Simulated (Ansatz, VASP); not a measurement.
K2IF: VASP beside Ansatz

File INCAR:

```
  PREC = Accurate
  ENCUT = 520
  EDIFF = 1E-6
  ISMEAR = 0
  SIGMA = 0.01
  LREAL = False
  LASPH = True
  NELM = 80
  ALGO = Normal
  ISIF = 2
  LWAVE = False
  LCHARG = False
  GGA = PS
  NBANDS = 24
```

File KPOINTS:

```
Automatic mesh
0
Gamma
  6 6 6
```

The input POSCAR:

```
K2IF
1.0
    2.1686786565      1.2520872062      7.3061005202
   -2.1686786565      1.2520872062      7.3061005202
    0.0000000000     -2.5041744121      7.3061005202
F I K
1 1 2
Direct
    1.0000000000      0.0000000000      0.0000000000
    0.5000000000      0.5000000000      0.5000000000
    0.2724996290      0.2724996290      0.2724996290
    0.7275003710      0.7275003710      0.7275003710
```

Input for Ansatz:

```yaml
crystal:
  lattice:
    - [2.1686786565, 1.2520872062, 7.3061005202]
    - [-2.1686786565, 1.2520872062, 7.3061005202]
    - [0.0, -2.5041744121, 7.3061005202]
  atoms:
    - { symbol: F, position: [1.0, 0.0, 0.0] }
    - { symbol: I, position: [0.5, 0.5, 0.5] }
    - { symbol: K, position: [0.272499629, 0.272499629, 0.272499629] }
    - { symbol: K, position: [0.727500371, 0.727500371, 0.727500371] }
kpoints:
  mp_grid: { grid: [6, 6, 6] }
hamiltonian:
  xc: pbesol
scf:
  occupations: { method: fixed }
  n_extra_bands: 5
output:
  forces: true
  stress: true
  eigenvalues: true
```

Alike in both runs: task single point; functional PBEsol; k mesh 6 × 6 × 6; no spin polarisation.

```csv
,VASP,Ansatz
version,VASP 6.6.1,Ansatz 0.2.0
potentials or method,"VASP PAW PBE potentials, release 64 (F, I, K_sv)","plane waves, PAW"
plane-wave cutoff (eV),520,420
occupations,"gaussian, width 0.01 eV",fixed
valence electrons in the cell,32,42
```

```csv
,VASP,Ansatz,Ansatz less VASP
gap on the k mesh at the Fermi level (eV),2.98,2.99,+0.005
pressure (GPa),-0.5,-0.5,-0.02
"traceless stress, the component that is largest in VASP (GPa)",0.16,0.15,-0.003
rms of the force components (eV/Å),0.038,0.038,0.0000
```

VASP's potentials were made for PBE, not for PBEsol. Atom by atom the forces differ by 0.000 eV/Å (rms over components). VASP's potentials hold 32 valence electrons a cell and Ansatz's 42, so a difference there can come from the potentials and not from the codes.

Neither program's run includes spin-orbit coupling.
